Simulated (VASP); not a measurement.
Here is a VASP 6.6.1 calculation.

The input INCAR:

```
SYSTEM = AlN
PREC     = Accurate       ! precision mode
ENCUT    = 520            ! plane-wave cutoff, eV
EDIFF    = 1E-7           ! SCF threshold, eV
ISMEAR   = 0              ! smearing method
SIGMA    = 0.05           ! smearing width, eV
LREAL    = .False.        ! projectors in reciprocal space
LASPH    = .True.         ! aspherical terms in the spheres
NELM     = 80             ! most SCF steps
ALGO     = Normal         ! electronic algorithm
ISIF     = 2              ! what is computed and relaxed
LWAVE    = .False.        ! write WAVECAR
LCHARG   = .False.        ! write CHGCAR
GGA      = PE             ! functional
NBANDS   = 16             ! bands
```

KPOINTS

```
regular mesh
0
Gamma
  9 9 6
  0 0 0
```

The input POSCAR:

```
AlN
1.0
    3.3963000000      0.0000000000      0.0000000000
   -1.6981500000      2.9412820789      0.0000000000
    0.0000000000      0.0000000000      4.3132000000
Al N
2 2
Direct
    0.3333333333      0.6666666667      0.7500000000
    0.6666666667      0.3333333333      0.2500000000
    0.3333333333      0.6666666667      0.2500000000
    0.6666666667      0.3333333333      0.7500000000
```

Potentials or basis: VASP PAW PBE potentials, release 64 (Al, N).

Launch:

```console
$ cat potpaw_PBE.64/Al/POTCAR potpaw_PBE.64/N/POTCAR > POTCAR
$ mpirun -np 1 vasp_std > vasp.out
```

What does it give for the band gap on the k mesh?

2.65 eV, direct.

Predict the pressure.

-14.0 GPa.

Stress tensor (GPa, compression positive):
```
-14.83   0.00   0.00
  0.00 -14.83   0.00
  0.00   0.00 -12.36
```

As with any semilocal functional, this PBE gap is likely too small.
